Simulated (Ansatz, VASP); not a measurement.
## I: VASP beside Ansatz

File POSCAR:

```
I
1.0
    3.6066387840      0.0000000000      0.0000000000
    0.0000000000      3.6066387840      0.0000000000
    0.0000000000      0.0000000000      3.6066387840
I
1
Direct
    0.0000000000      0.0000000000      0.0000000000
```

The input INCAR.step1:

```
SYSTEM = I
PREC = Accurate
ENCUT = 600
ISMEAR = 0
SIGMA = 0.1
LREAL = .False.
LASPH = .True.
NELM = 100
GGA = PE
ALGO = Normal
EDIFF = 1E-4
LWAVE = .True.
LCHARG = .False.
```

Contents of INCAR.step2:

```
SYSTEM = I
PREC = Accurate
ENCUT = 600
EDIFF = 1E-6
ISMEAR = 0
SIGMA = 0.1
LREAL = .False.
LASPH = .True.
NELM = 100
ALGO = Normal
ISIF = 3
LWAVE = .False.
LCHARG = .False.
METAGGA = R2SCAN
LMIXTAU = .True.
IBRION = 2
NSW = 100
EDIFFG = -0.01
ISTART = 1
```

The input KPOINTS:

```
regular mesh
0
Gamma
  12 12 12
  0 0 0
```

Input for Ansatz:

```yaml
crystal:
  lattice:
    - [3.606638784, 0.0, 0.0]
    - [0.0, 3.606638784, 0.0]
    - [0.0, 0.0, 3.606638784]
  atoms:
    - { symbol: I, position: [0.0, 0.0, 0.0] }
basis:
  ecutwfc: 500
kpoints:
  mp_grid: { grid: [12, 12, 12] }
hamiltonian:
  xc: r2scan
scf:
  occupations: { method: gaussian, width: 0.1 }
output:
  forces: true
  stress: true
  eigenvalues: true
relax:
  adjacent_minimum: "off"
  f_tol: 0.01
  max_steps: 80
  cell: { stress_tol: 0.05 }
```

Alike in both runs: task relaxation of cell and atoms; functional r2SCAN; k mesh 12 × 12 × 12; occupations gaussian, width 0.1 eV; no spin polarisation.

```csv
,VASP,Ansatz
version,VASP 6.6.1,Ansatz 0.2.0
potentials or method,"VASP PAW PBE potentials, release 64 (I), cutoff 600 eV","scalar-relativistic, plane waves, PAW"
valence electrons in the cell,7,17
```

```tsv
	VASP	Ansatz	Ansatz less VASP
gap on the k mesh at the Fermi level, each at its own relaxed structure (eV)	none	none	-
relaxed volume (Å³/atom)	41.05	41.14	+0.090
relaxed cell length with the largest relative difference (Å)	3.450	3.452	+0.0025
```

VASP's potentials were made for PBE, not for r2SCAN. A gap of «none» marks a metal or a gap that the smearing closes. VASP's potentials hold 7 valence electrons a cell and Ansatz's 17, so a difference there can come from the potentials and not from the codes.

Spin-orbit coupling is off throughout.
